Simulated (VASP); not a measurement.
## LiIn4: single point with PBE

LiIn4:

```
CELL_PARAMETERS angstrom
3.38527 0.00000 0.00000
-1.69264 2.93173 0.00000
0.00000 0.00000 25.48312
ATOMIC_POSITIONS crystal
Li 0.00000 0.00000 0.25000
Li 0.00000 0.00000 0.75000
In 0.33333 0.66667 0.44652
In 0.33333 0.66667 0.94652
In 0.66667 0.33333 0.05348
In 0.66667 0.33333 0.55348
In 0.33333 0.66667 0.15940
In 0.33333 0.66667 0.65940
In 0.66667 0.33333 0.34060
In 0.66667 0.33333 0.84060
```

```yaml
Program: VASP 6.6.1
Task: single point
Functional: PBE
Potentials_or_basis: VASP PAW PBE potentials, release 64 (Li_sv, In_d)
Cutoff: 520 eV
k_mesh: 6 × 6 × 1
Occupations: gaussian, width 0.2 eV
Spin: no spin polarisation
```

```
Largest force          : 0.097 eV/Å
Band gap on the k mesh : zero (bands 55 and 56 overlap by 2.80 eV)
```

Forces on the atoms (eV/Å):
```
Li   0.000  0.000  0.000
Li   0.000  0.000  0.000
In   0.000  0.000  0.097
In   0.000  0.000  0.097
In   0.000  0.000 -0.097
In   0.000  0.000 -0.097
In   0.000  0.000  0.065
In   0.000  0.000  0.065
In   0.000  0.000 -0.065
In   0.000  0.000 -0.065
```

Levels at points of the mesh, in eV from the Fermi level:
```tsv
k point	band 50	band 51	band 52	band 53	band 54	band 55	band 56	band 57	band 58	band 59
(0.00, 0.00, 0.00)	-5.33	-3.25	-2.41	-1.32	0.13	1.40	3.38	4.37	7.02	7.56
(0.50, 0.00, 0.00)	-3.36	-2.72	-2.38	-2.04	-1.94	-1.58	-0.81	-0.63	-0.46	0.31
```

Wall time 7.6 min on 1 thread of Intel(R) Xeon(R) 6975P-C (Granite Rapids), with other jobs on the host, peak memory 0.41 GiB.

Caveat: spin-orbit coupling is left out, which moves the levels of the heavy elements.
